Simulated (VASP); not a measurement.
Set up this calculation in VASP 6.6.1, as the native input.

```yaml
Task: single point
Functional: PBE
Potentials_or_basis: VASP PAW PBE potentials, release 64 (In_d, Ga_d, O)
Cutoff: 520 eV
k_mesh: 2 × 2 × 2
Occupations: gaussian, width 0.01 eV
Spin: no spin polarisation
Dipole_correction: no
Further_INCAR_settings: LREAL = Auto; ALGO = Normal; EDIFF = 1e-06; NBANDS = 202
```

The structure of In15GaO24 lies in POSCAR:

```
In15GaO24
1.0
   -5.1124630750      5.1298623230      5.1334310447
    5.1124630750     -5.1048435107      5.1084122324
    5.1124630750      5.1048435107     -5.1084122324
In Ga O
15 1 24
Direct
    0.4982479171      0.5029270043      0.4998504509
    0.4994069172     -0.0013959005     -0.0058037898
    0.0017520829      0.5016025338      0.0046790872
    0.0005930828     -0.0052107070      0.4991971823
    0.7500000000      0.7835820856      0.0335820856
    0.4641740512      0.2451502357      0.7130083258
    0.0358259488      0.7488342745      0.7809761844
    0.7202368716      0.4686460095      0.2525324144
    0.7797631284      0.0322955427      0.7484091379
    0.7500000000      0.2841645211      0.5341645211
    0.2500000000      0.2164392338      0.9664392338
    0.5299202334      0.7503742845      0.2838905523
    0.9700797666      0.2539703189      0.2204540511
    0.2833993923      0.5338169580      0.7451541582
    0.2166006077      0.9617547659      0.2504175657
    0.2500000000      0.7170937078      0.4670937078
    0.5215018476      0.7755942171      0.5450796760
    0.7307063010      0.9936403865      0.9582125171
    0.9784981524      0.5235778284      0.2540923694
    0.7692936990      0.7275062161      0.2629340855
    0.5437593996      0.5361176487      0.7714095451
    0.9562406004      0.7276501456      0.9923582491
    0.2362697324      0.9485102170      0.5062582676
    0.2637302676      0.7699885351      0.7122404845
    0.7701469520      0.5452905792      0.5379031285
    0.9903028092      0.9546324268      0.7278561521
    0.5096971908      0.2375533429      0.9643296176
    0.7298530480      0.2677561765      0.7751436272
    0.4609820878      0.2258449148      0.4543650536
    0.2729550005      0.0039698365      0.0416035974
    0.0390179122      0.4933829658      0.7648628270
    0.2270449995      0.2686485968      0.7310148359
    0.4565292399      0.4642505329      0.2282329895
    0.0434707601      0.2717037496      0.0077212930
    0.7633271407      0.0350934858      0.4919459088
    0.7366728593      0.2286187682      0.2717663451
    0.2302411017      0.4660837857      0.4607512182
    0.0115948442      0.0458958917      0.2757296116
    0.4884051558      0.7641347674      0.0343010475
    0.2697588983      0.7305101165      0.2358426840
```

One way to write it, as run:

INCAR

```
PREC = Accurate ; ENCUT = 520
EDIFF = 1E-6 ; ISMEAR = 0
SIGMA = 0.01 ; LREAL = Auto
LASPH = True ; NELM = 100
ALGO = Normal ; ISIF = 2
LWAVE = False ; LCHARG = False
GGA = PE ; NBANDS = 202
```

KPOINTS

```
Automatic mesh
0
Gamma
  2 2 2
```

Potentials or basis: VASP PAW PBE potentials, release 64 (In_d, Ga_d, O).

The run is started by

```sh
$ cat potpaw_PBE.64/In_d/POTCAR potpaw_PBE.64/Ga_d/POTCAR potpaw_PBE.64/O/POTCAR > POTCAR
$ mpirun -np 1 vasp_std > vasp.out
```

Results of the run:

| Quantity | Value |
| --- | --- |
| Pressure | 0.4 GPa |
| Largest force | 0.021 eV/Å |
| Band gap on the k mesh | 0.92 eV |

Caveat: the k points lie up to 0.43 Å⁻¹ apart; spin-orbit coupling is left out, which moves the levels of the heavy elements.

Run time: 54 min on 1 thread of Oxide Virtual Turin-like Processor, on a shared host, peak memory 0.91 GiB.
